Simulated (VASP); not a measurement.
The system is ZrO2 (Cubic zirconia).

```xyz
3
Lattice="0.0000 2.5579 2.5579 2.5579 0.0000 2.5579 2.5579 2.5579 0.0000" Properties=species:S:1:pos:R:3 pbc="T T T"
Zr    0.0000    0.0000    0.0000
O     1.2789    1.2789    1.2789
O     3.8368    3.8368    3.8368
```

```yaml
Program: VASP 6.6.1
Task: relaxation of cell and atoms
Functional: PBEsol
Potentials_or_basis: VASP PAW PBE potentials, release 64 (Zr_sv, O)
Cutoff: 600 eV
k_mesh: 8 × 8 × 8
Occupations: gaussian, width 0.02 eV
Spin: no spin polarisation
```

At the start: pressure -7.1 GPa; volume 11.16 Å³/atom.

Where does the relaxation end?

Over 4 steps the energy falls by 7.4 meV/atom and the volume is 10.83 Å³/atom (-2.9 %); space group Fm-3m (No. 225, to 0.05 Å).

The path:
| step | energy change (eV) | largest force (eV/Å) | pressure (GPa) | volume (Å³) |
| --- | --- | --- | --- | --- |
| 1 | 0.0000 | 0.0000 | -7.07 | 33.47 |
| 2 | 0.0260 | 0.0000 | 11.84 | 31.14 |
| 3 | -0.0221 | 0.0000 | -0.08 | 32.51 |
| 4 | -0.0221 | 0.0000 | 0.07 | 32.49 |

Final structure:
```yaml
crystal:
  lattice:
    - [0.00000, 2.53256, 2.53256]
    - [2.53256, 0.00000, 2.53256]
    - [2.53256, 2.53256, 0.00000]
  atoms:
    - { symbol: Zr, position: [0.00000, 0.00000, 0.00000] }
    - { symbol: O, position: [0.25000, 0.25000, 0.25000] }
    - { symbol: O, position: [0.75000, 0.75000, 0.75000] }
```

Caveat: the PAW data sets were made with another functional, which shifts forces and pressure a little.
